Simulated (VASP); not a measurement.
Ga: relaxation of cell and atoms with PBE

Ga:

```
Ga
1.0
    -1.40686    1.40686    2.26723
     1.40686   -1.40686    2.26723
     1.40686    1.40686   -2.26723
Ga
1
Cartesian
  0.0000 0.0000 0.0000
```

```yaml
Program: VASP 6.6.1
Task: relaxation of cell and atoms
Functional: PBE
Potentials_or_basis: VASP PAW PBE potentials, release 64 (Ga_d)
Cutoff: 600 eV
k_mesh: 20 × 20 × 20
Occupations: gaussian, width 0.1 eV
Spin: no spin polarisation
Dipole_correction: no
Further_INCAR_settings: ALGO = Fast; EDIFF = 1e-07; IBRION = 2; EDIFFG = -0.005; NSW = 70; ISIF = 3
```

```json
{"Relaxed volume": "18.96 Å³/atom", "Relaxed cell": "a = 3.078 Å, b = 3.078 Å, c = 3.078 Å, α = 124.70°, β = 124.70°, γ = 82.04°", "Space group after relaxing (to 0.1 Å)": "I4/mmm (No. 139)", "Energy gained by relaxing": "9.0 meV/atom", "Ionic steps": "7", "Pressure after relaxing": "0.0 GPa", "Band gap on the k mesh": "zero (an odd number of electrons rules out a gap without spin polarisation)"}
```

The path:
| step | energy change (eV) | largest force (eV/Å) | pressure (GPa) | volume (Å³) |
| --- | --- | --- | --- | --- |
| 1 | 0.0000 | 0.0000 | 3.03 | 17.95 |
| 2 | -0.0088 | 0.0000 | 0.33 | 18.85 |
| 3 | -0.0089 | 0.0000 | -0.15 | 19.00 |
| 4 | -0.0089 | 0.0000 | 0.00 | 18.95 |
| 5 | -0.0090 | 0.0000 | 0.00 | 18.95 |
| 6 | -0.0090 | 0.0000 | 0.01 | 18.96 |
| 7 | -0.0090 | 0.0000 | -0.01 | 18.96 |

Final structure:
```yaml
crystal:
  lattice:
    - [-1.42861, 1.42861, 2.32268]
    - [1.42861, -1.42861, 2.32268]
    - [1.42861, 1.42861, -2.32268]
  atoms:
    - { symbol: Ga, position: [0.00000, 0.00000, 0.00000] }
```

Levels at points of the mesh, in eV from the Fermi level:
| k point | band 4 | band 5 | band 6 | band 7 | band 8 | band 9 |
| --- | --- | --- | --- | --- | --- | --- |
| (0.00, 0.00, 0.00) | -14.87 | -14.74 | -11.02 | 12.05 | 12.18 | 12.18 |
| (0.50, 0.00, 0.00) | -14.72 | -14.68 | -4.90 | -3.92 | 7.88 | 11.45 |
| (0.50, 0.50, 0.00) | -14.72 | -14.61 | -1.93 | -1.37 | 3.76 | 4.85 |
| (0.50, 0.50, 0.50) | -14.69 | -14.69 | -4.18 | -3.50 | 6.52 | 6.52 |

Wall time 9.1 min on 1 thread of Intel Xeon 8259CL, on a shared host, peak memory 0.28 GiB.

PBE usually gives volumes a little too large and moduli too small. Zero-point motion and thermal expansion aren't in these numbers.
